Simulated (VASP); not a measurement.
Runs of VASP 6.6.1 on ZrB. The structure is that of space group Fm-3m (No. 225), or close to it. The cells are those of the table. 

```csv
task,cell,k mesh,cutoff (eV),gap on the mesh (eV),pressure (GPa),relaxed volume (Å³/atom)
relaxation of cell and atoms,"relaxed from a = 3.467 Å, angles 60.0°, 2 atoms",20 × 20 × 20,600,none,0.0,14.75
single point,"a = 3.288 Å, angles 60.0°, 2 atoms",6 × 6 × 6,520,none,(b),-
single point,"a = 3.467 Å, angles 60.0°, 2 atoms",6 × 6 × 6,500,none,0.3,-
single point,"a = 3.468 Å, angles 60.0°, 2 atoms",20 × 20 × 20,520,none,0.1,-
single point,"a = 3.467 Å, angles 60.1°, 2 atoms",6 × 6 × 6,520,none,-0.1,-
relaxation of cell and atoms,"relaxed from a = 3.344 Å, angles 59.3°, 2 atoms",6 × 6 × 6,600,none,0.3,(a)
relaxation of cell and atoms,"relaxed from a = 3.288 Å, angles 60.0°, 2 atoms",6 × 6 × 6,500,none,-0.2,14.78
```

Alike in all rows: level PBE; potentials or basis VASP PAW PBE potentials, release 64 (Zr_sv, B); no spin polarisation; smearing gaussian 0.1 eV.

Task: Estimate the missing entries.

Result: (a) 14.73; (b) 35.1.

Caveats: some runs use coarse meshes; the volume moved by over 15 % at a fixed basis, so the end points are rough (some runs); the volume moved by +18 % from the deposited cell, more than functionals usually miss (some runs).

A k mesh can miss the band edges, and the runs leave out spin-orbit coupling on Zr.

A gap of «none» marks levels without a gap at the run's occupations.
